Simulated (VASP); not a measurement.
Here is a VASP 6.6.1 calculation.

File INCAR:

```
  PREC = Accurate
  ENCUT = 520
  EDIFF = 1E-6
  ISMEAR = 0
  SIGMA = 0.15
  LREAL = F
  LASPH = T
  NELM = 100
  ALGO = Normal
  ISIF = 2
  LWAVE = F
  LCHARG = F
  GGA = PE
  NBANDS = 16
```

KPOINTS

```
regular mesh
0
Gamma
  12 12 12
```

The input POSCAR:

```
CoSi2
1.0
    0.0000000000      2.6801763726      2.6801763726
    2.6801763726      0.0000000000      2.6801763726
    2.6801763726      2.6801763726      0.0000000000
Co Si
1 2
Direct
   -0.0051919909      0.0051919909     -0.0051919909
    0.2860424041      0.2139575959      0.2248524012
    0.7248524012      0.7751475988      0.7860424041
```

Potentials or basis: VASP PAW PBE potentials, release 64 (Co, Si).

The run is started by

```bash
$ cat potpaw_PBE.64/Co/POTCAR potpaw_PBE.64/Si/POTCAR > POTCAR
$ mpirun -np 1 vasp_std > vasp.out
```

(1) Predict the largest force.

(2) Estimate the pressure.

Answers

(1) 2.248 eV/Å.

(2) 4.6 GPa.

Caveat: the cell differs from its parent crystal (atoms displaced along a vibrational mode); the cell stands under pressure; the run has no spin polarisation, though such a crystal can be magnetic; forces of over 1 eV/Å act on the atoms, so gaps and moduli don't describe the material at rest.
